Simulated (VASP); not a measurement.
Crystal: Fe3Co.

```
Fe Co
1.0
     4.02358    0.00000    0.00000
     0.00000    4.02358    0.00000
     0.00000    0.00000    2.82770
Fe Co
3 1
Direct
  0.50000 0.50000 0.00000
  0.50000 0.00000 0.50000
  0.00000 0.50000 0.50000
  0.00000 0.00000 0.00000
```

Base run:

```yaml
Program: VASP 6.6.1
Functional: PBEsol
Dispersion: D3(BJ)
Potentials_or_basis: VASP PAW PBE potentials, release 64 (Fe, Co)
Cutoff: 600 eV
k_mesh: 5 × 5 × 7
Occupations: fermi-dirac, width 0.15 eV
Spin: collinear spin, ferromagnetic start
Starting_moments: "[3.5, 3.5, 3.5, 2.5] μB"
```

Its results: pressure -13.2 GPa; net moment 9.11 μB per cell; site moments Fe +2.31, +2.54 (each value once); Co +1.70 μB.

Q: The run is repeated on the same cell with these changes: k mesh from 5 × 5 × 7 to 3 × 3 × 4. What comes out?

A: Pressure -14.3 GPa; net moment 8.85 μB per cell; site moments Fe +2.21, +2.48 (each value once); Co +1.68 μB.

Caveats: some runs use coarse meshes; the PAW data sets were made with another functional, which shifts forces and pressure a little; the cell stands under tension (at least some runs).
